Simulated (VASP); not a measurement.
# TiTe2 (P-3m1) in VASP: relaxation of shape and atoms at fixed volume with PBE

Aim: the relaxation of shape and atoms at fixed volume of TiTe2 with PBE.

All numbers are computed with VASP 6.6.1; they aren't measurements. Logs are shortened: lines on timing, memory, paths and dates and some standing lists are left out, and cuts for length are marked.

### 1 The cell of the first run

Symmetry: P-3m1, No. 164, trigonal system. The conventional cell has a = 3.806 Å, b = 3.806 Å, c = 6.966 Å, α = 90.00°, β = 90.00°, γ = 120.00°. Within 3.7 Å of Ti (site symmetry -3m) lie 6 Te at 2.81 Å. Within 3.7 Å of Te (site symmetry 3m) lie 3 Ti at 2.81 Å.

### 2 Relaxation of shape and atoms at fixed volume, PBE (volume scaled by 1.03)

INCAR

```
SYSTEM = TiTe2
PREC     = Accurate       ! precision mode
ENCUT    = 600            ! plane-wave cutoff, eV
EDIFF    = 1E-7           ! SCF threshold, eV
ISMEAR   = 0              ! smearing method
SIGMA    = 0.1            ! smearing width, eV
LREAL    = .FALSE.        ! projectors in reciprocal space
LASPH    = .TRUE.         ! aspherical terms in the spheres
NELM     = 60             ! most SCF steps
ALGO     = Normal         ! electronic algorithm
ISIF     = 4              ! what is computed and relaxed
LWAVE    = .FALSE.        ! write WAVECAR
LCHARG   = .FALSE.        ! write CHGCAR
GGA      = PE             ! functional
IBRION   = 2              ! ionic algorithm
NSW      = 50             ! ionic steps
EDIFFG   = -0.01          ! ionic threshold
```

KPOINTS

```
regular mesh
0
G
  12 12 8
  0 0 0
```

POSCAR

```
TiTe2
1.0
    3.8063476139      0.0000000000      0.0000000000
   -1.9031738069      3.2963937293      0.0000000000
    0.0000000000      0.0000000000      6.9664198247
Ti Te
1 2
Direct
    0.0000000000      0.0000000000      0.0000000000
    0.6666666667      0.3333333333      0.2508568286
    0.3333333333      0.6666666667      0.7491431714
```

Potentials or basis: VASP PAW PBE potentials, release 64 (Ti_sv, Te).

On the command line:

```console
cat potpaw_PBE.64/Ti_sv/POTCAR potpaw_PBE.64/Te/POTCAR > POTCAR
mpirun -np 1 vasp_std > vasp.out
```

OUTCAR:

```text
SYSTEM = TiTe2
   PREC = Accurate
   ENCUT = 600
   EDIFF = 1E-7
   ISMEAR = 0
   LREAL = .FALSE.
   LASPH = .TRUE.
   NELM = 60
   ISIF = 4
   GGA = PE
   IBRION = 2
   NSW = 50
   EDIFFG = -0.01

 ion  position               nearest neighbor table
   1  0.000  0.000  0.000-   2 2.81   3 2.81   3 2.81   2 2.81   2 2.81   3 2.81
   2  0.667  0.333  0.251-   1 2.81   1 2.81   1 2.81
   3  0.333  0.667  0.749-   1 2.81   1 2.81   1 2.81

  LATTYP: Found a hexagonal cell.
 ALAT       =     3.8063476139
 C/A-ratio  =     1.8302111450

  Lattice vectors:

 A1 = (   3.8063476139,   0.0000000000,   0.0000000000)
 A2 = (  -1.9031738069,   3.2963937293,   0.0000000000)
 A3 = (   0.0000000000,   0.0000000000,   6.9664198247)

Analysis of symmetry for initial positions (statically):
=====================================================================
 Subroutine PRICEL returns:
 Original cell was already a primitive cell.

 Routine SETGRP: Setting up the symmetry group for a
 hexagonal supercell.

 Subroutine GETGRP returns: Found 12 space group operations
 (whereof 12 operations were pure point group operations)
 out of a pool of 24 trial point group operations.

The static configuration has the point symmetry D_3d.

Analysis of symmetry for dynamics (positions and initial velocities):
=====================================================================
 Subroutine PRICEL returns:
 Original cell was already a primitive cell.

 Routine SETGRP: Setting up the symmetry group for a
 hexagonal supercell.

 Subroutine GETGRP returns: Found 12 space group operations
 (whereof 12 operations were pure point group operations)
 out of a pool of 24 trial point group operations.

The dynamic configuration has the point symmetry D_3d.

 Subroutine INISYM returns: Found 12 space group operations
 (whereof 12 operations are pure point group operations),
 and found     1 'primitive' translations

----------------------------------------------------------------------------------------

                                     Primitive cell

  volume of cell :      87.4092

  direct lattice vectors                    reciprocal lattice vectors
     3.806347614  0.000000000  0.000000000     0.262719042  0.151680910  0.000000000
    -1.903173807  3.296393729  0.000000000     0.000000000  0.303361820  0.000000000
     0.000000000  0.000000000  6.966419825     0.000000000  0.000000000  0.143545756

  length of vectors
     3.806347614  3.806347614  6.966419825     0.303361820  0.303361820  0.143545756

  position of ions in fractional coordinates (direct lattice)
     0.000000000  0.000000000  0.000000000
     0.666666667  0.333333333  0.250856829
     0.333333333  0.666666667  0.749143171

  ion indices of the primitive-cell ions
   primitive index   ion index
                 1           1
                 2           2
                 3           3

----------------------------------------------------------------------------------------

 KPOINTS: regular mesh

Automatic generation of k-mesh.
 Grid dimensions read from file:
 generate k-points for:   12   12    8

 Generating k-lattice:

  Cartesian coordinates                     Fractional coordinates (reciprocal lattice)
     0.021893254  0.012640076  0.000000000     0.083333333  0.000000000  0.000000000
     0.000000000  0.025280152  0.000000000     0.000000000  0.083333333  0.000000000
     0.000000000  0.000000000  0.017943219     0.000000000  0.000000000  0.125000000

  Length of vectors
     0.025280152  0.025280152  0.017943219

  Shift w.r.t. Gamma in fractional coordinates (k-lattice)
     0.000000000  0.000000000  0.000000000

 Subroutine IBZKPT returns following result:
 ===========================================

 Found    131 irreducible k-points:

 Following reciprocal coordinates:
            Coordinates               Weight
  0.000000  0.000000  0.000000      1.000000
  0.083333  0.000000  0.000000      6.000000
  0.166667  0.000000  0.000000      6.000000
  0.250000 -0.000000  0.000000      6.000000
  0.333333  0.000000  0.000000      6.000000
  0.416667  0.000000  0.000000      6.000000
[... 16 lines left out ...]
  0.166667  0.000000  0.125000      6.000000
  0.000000  0.166667  0.125000      6.000000
 [... further k-points ...]
   k-points           NKPTS =    131   k-points in BZ     NKDIM =    131   number of bands    NBANDS=     16
   number of dos      NEDOS =    301   number of ions     NIONS =      3
   total plane-waves  NPLWV =  50400
   dimension x,y,z NGX =    30 NGY =   30 NGZ =   56
   dimension x,y,z NGXF=    60 NGYF=   60 NGZF=  112
   ions per type =               1   2
   NGX,Y,Z   is equivalent  to a cutoff of  13.10, 13.10, 13.36 a.u.
   NGXF,Y,Z  is equivalent  to a cutoff of  26.21, 26.21, 26.73 a.u.
 SYSTEM =  TiTe2
   PREC   = accura    normal or accurate (medium, high low for compatibility)
   ISTART =      0    job   : 0-new  1-cont  2-samecut
   ICHARG =      2    charge: 1-file 2-atom 10-const
   ISPIN  =      1    spin polarized calculation?
   LNONCOLLINEAR =      F non collinear calculations
   LSORBIT =      F    spin-orbit coupling
   LASPH  =      T    aspherical Exc in radial PAW
   ENCUT  =  600.0 eV  44.10 Ry    6.64 a.u.   7.60  7.60 13.91*2*pi/ulx,y,z
   NELM   =     60;   NELMIN=  2; NELMDL= -5     # of ELM steps
   EDIFF  = 0.1E-06   stopping-criterion for ELM
   LREAL  =      F    real-space projection
   EDIFFG = -.1E-01   stopping-criterion for IOM
   NSW    =     50    number of steps for IOM
   IBRION =      2    ionic relax: 0-MD 1-quasi-New 2-CG
   NFREE  =      1    steps in history (QN), initial steepest desc. (CG)
   ISIF   =      4    stress and relaxation
   ISYM   =      2    0-nonsym 1-usesym 2-fastsym
   POTIM  = 0.5000    time-step for ionic-motion
   TEBEG  =    0.0;   TEEND  =   0.0 temperature during run
   PSTRESS=    0.0 pullay stress
   NELECT =      24.0000    total number of electrons
   NUPDOWN=      -1.0000    fix difference up-down
   EMIN   =  10.00;   EMAX   =-10.00  energy-range for DOS
   EFERMI =   0.00;   METHOD = LEGACY
   ISMEAR =     0;   SIGMA  =   0.10  broadening in eV -4-tet -1-fermi 0-gaus
   EFERMI_NEDOS =   21; number of points for ismear=-14 and -15
   IALGO  =     38    algorithm
   IMIX   =      4    mixing-type and parameters
     AMIX     =   0.40;   BMIX     =  1.00
     AMIX_MAG =   1.60;   BMIX_MAG =  1.00
  volume/ion in A,a.u.               =      29.14       196.62
  Fermi-wavevector in a.u.,A,eV,Ry     =   1.064044  2.010751 15.404370  1.132189
  Thomas-Fermi vector in A             =   2.199549
   LORBIT       =      0    0 simple, 1 ext, 2 COOP (PROOUT), +10 PAW based schemes
   GGA     = PE    functional components
   LHFCALC =     F    Hartree Fock is set to
   AEXX    =    0.0000 exact exchange contribution
   IVDW    =     0    specifies the selected vdW correction
   LEPSILON=     F    determine dielectric tensor
   LRPA    =     F    only Hartree local field effects (RPA)
 conjugate gradient relaxation of ions
 non-spin polarized calculation
 Gauss-broadening in eV      SIGMA  =   0.10
  energy-cutoff  :      600.00
  volume of cell :       87.41
 maximum number of plane-waves:      2948
   NGX = 15   NGY = 15   NGZ = 27

--------------------------------------- Ionic step        1  -------------------------------------------

 number of electron      23.9999999 magnetization

 Free energy of the ion-electron system (eV)
  ---------------------------------------------------
  ext. energy  EPLUGINS =         0.00000000
  ---------------------------------------------------
  free energy    TOTEN  =       -16.21014107 eV

  energy without entropy =      -16.20431081  energy(sigma->0) =      -16.20722594

------------------------ aborting loop because EDIFF is reached ----------------------------------------

  FORCE on cell =-STRESS in cart. coord.  units (eV):
  Direction    XX          YY          ZZ          XY          YZ          ZX
  --------------------------------------------------------------------------------------
  -------------------------------------------------------------------------------------
  Total       -0.8744448     -0.8744448     -0.8995106     -0.0000000     -0.0000000     -0.0000000
  in kB      -16.0282391    -16.0282391    -16.4876849     -0.0000000     -0.0000000     -0.0000000
  external PRESSURE =     -16.1813877 kB  Pullay stress =       0.0000000 kB

 VOLUME and BASIS-vectors are now :
 -----------------------------------------------------------------------------
  energy-cutoff  :      600.00
  volume of cell :       87.41
      direct lattice vectors                 reciprocal lattice vectors
     3.806347614  0.000000000  0.000000000     0.262719042  0.151680910  0.000000000
    -1.903173807  3.296393729  0.000000000     0.000000000  0.303361820  0.000000000
     0.000000000  0.000000000  6.966419825     0.000000000  0.000000000  0.143545756
[... 149 lines left out ...]
 POSITION                                       TOTAL-FORCE (eV/Angst)
 -----------------------------------------------------------------------------------
      1.89879      3.28880     -0.00000         0.000000     -0.000000      0.000000
      1.89879      1.09627      1.72221         0.000000      0.000000     -0.001361
     -0.00000      2.19254      5.27640        -0.000000     -0.000000      0.001361
 -----------------------------------------------------------------------------------
    total drift:                               -0.000000      0.000000     -0.000000

  FREE ENERGIE OF THE ION-ELECTRON SYSTEM (eV)
  ---------------------------------------------------
  free  energy   TOTEN  =       -16.2190891581 eV

  energy  without entropy=      -16.2132650172  energy(sigma->0) =      -16.21617709

--------------------------------------- Ionic step        6  -------------------------------------------

 number of electron      24.0000005 magnetization

 Free energy of the ion-electron system (eV)
  ---------------------------------------------------
  ext. energy  EPLUGINS =         0.00000000
  ---------------------------------------------------
  free energy    TOTEN  =       -16.22163898 eV

  energy without entropy =      -16.21587585  energy(sigma->0) =      -16.21875741

 E-fermi :   5.8116     XC(G=0):  -9.3701

 val. band max:        5.7989748193   @ k =   0.5000  -0.0000   0.0000
 cond. band min:       5.8116398066   @ k =   0.0000   0.4167   0.2500
 fundamental gap:      0.0126649873
 Fermi energy:         5.8115565292

 k-point     1 :       0.0000    0.0000    0.0000
  band No.  band energies     occupation
      1     -51.7036      2.00000
      2     -27.9537      2.00000
      3     -27.9537      2.00000
      4     -27.9151      2.00000
      5      -6.2865      2.00000
      6      -5.2160      2.00000
[... 8 lines left out ...]
     15       6.9376      0.00000
     16       9.0403      0.00000
[... 419 lines left out ...]
 k-point    24 :       0.0000    0.1667    0.1250
  band No.  band energies     occupation
      1     -51.7029      2.00000
      2     -27.9640      2.00000
      3     -27.9561      2.00000
      4     -27.9127      2.00000
      5      -5.9683      2.00000
      6      -5.0757      2.00000
[... 8 lines left out ...]
     15       7.1630      0.00000
     16       8.3170      0.00000

 [... further k-points ...]
[... 5 lines left out ...]
  --------------------------------------------------------------------------------------
  -------------------------------------------------------------------------------------
  Total       -0.1188507     -0.1188507     -0.0843569     -0.0000000      0.0000000     -0.0000000
  in kB       -2.1784871     -2.1784871     -1.5462296     -0.0000000      0.0000000     -0.0000000
  external PRESSURE =      -1.9677346 kB  Pullay stress =       0.0000000 kB

 VOLUME and BASIS-vectors are now :
 -----------------------------------------------------------------------------
  energy-cutoff  :      600.00
  volume of cell :       87.41
      direct lattice vectors                 reciprocal lattice vectors
     3.769481842 -0.000000000 -0.000000000     0.265288451  0.153164359  0.000000000
    -1.884740921  3.264467035 -0.000000000     0.000000000  0.306328717  0.000000000
    -0.000000000 -0.000000000  7.103350216     0.000000000  0.000000000  0.140778642

 POSITION                                       TOTAL-FORCE (eV/Angst)
 -----------------------------------------------------------------------------------
     -0.00000     -0.00000      0.00000         0.000000      0.000000      0.000000
      1.88474      1.08816      1.73486        -0.000000     -0.000000      0.002943
     -0.00000      2.17631      5.36849         0.000000      0.000000     -0.002943
 -----------------------------------------------------------------------------------
    total drift:                               -0.000000     -0.000000      0.000000

  FREE ENERGIE OF THE ION-ELECTRON SYSTEM (eV)
  ---------------------------------------------------
  free  energy   TOTEN  =       -16.2216389832 eV

  energy  without entropy=      -16.2158758466  energy(sigma->0) =      -16.21875741

 reached required accuracy - stopping structural energy minimisation
```

Wall time 14 min (1 thread of Intel Xeon 6975P-C, shared host); peak memory 0.4 GiB.

Results:

| Property | Result |
| --- | --- |
| Free energy | -16.2216 eV |
| Energy gained by relaxing | 3.8 meV/atom |
| Ionic steps | 6 |
| Pressure after relaxing | -0.2 GPa |
| Band gap on the k mesh | zero (band 12 reaches 6.23 eV, above the bottom of band 13 at 5.59 eV) |

Forces on the atoms (eV/Å):
```
Ti   0.000  0.000  0.000
Te   0.000  0.000  0.003
Te   0.000  0.000 -0.003
```

The path:
```csv
step,energy change (eV),largest force (eV/Å),pressure (GPa),volume (Å³)
1,0.0000,0.2436,-1.62,87.41
2,-0.0046,0.1466,-1.26,87.41
3,-0.0071,0.0200,-0.78,87.41
4,-0.0071,0.0042,-0.72,87.41
5,-0.0089,0.0014,-0.58,87.41
6,-0.0115,0.0029,-0.20,87.41
```

Final structure:
```
CELL_PARAMETERS angstrom
3.76948 0.00000 0.00000
-1.88474 3.26447 0.00000
0.00000 0.00000 7.10335
ATOMIC_POSITIONS crystal
Ti 0.00000 0.00000 0.00000
Te 0.66667 0.33333 0.24423
Te 0.33333 0.66667 0.75577
```

Caveat: the cell differs from its parent crystal (volume scaled by 1.03); spin-orbit coupling is left out, which moves the levels of the heavy elements; this functional lacks dispersion, which binds the layers, so the pressure and a relaxed spacing across them are unreliable.
